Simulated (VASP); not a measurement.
## C: single point with r2SCAN

Crystal: C.

```
C
1.0
     0.00000    1.77140    1.77140
     1.77140    0.00000    1.77140
     1.77140    1.77140    0.00000
C
2
Direct
  0.75000 0.75000 0.75000
  0.50000 0.50000 0.50000
```

```json
{
 "Program": "VASP 6.6.1",
 "Task": "single point",
 "Functional": "r2SCAN",
 "Potentials or basis": "VASP PAW PBE potentials, release 64 (C)",
 "Cutoff": "520 eV",
 "k mesh": "13 × 13 × 13",
 "Occupations": "fermi-dirac, width 0.05 eV",
 "Spin": "no spin polarisation"
}
```

```json
{
  "Pressure": "8.0 GPa",
  "Band gap on the k mesh": "4.38 eV, indirect (least direct gap 5.89 eV)"
}
```

Levels at points of the mesh, in eV from the valence-band top:
```csv
k point,band 2,band 3,band 4,band 5,band 6,band 7
"(0.00, 0.00, 0.00)",0.00,0.00,0.00,5.89,5.89,5.89
```

Run time: 89 s on 1 thread of AMD EPYC 7R13, on a shared host, peak memory 0.09 GiB.

Caveat: the PAW data sets were made with another functional, which shifts forces and pressure a little. A k mesh can miss the band edges.
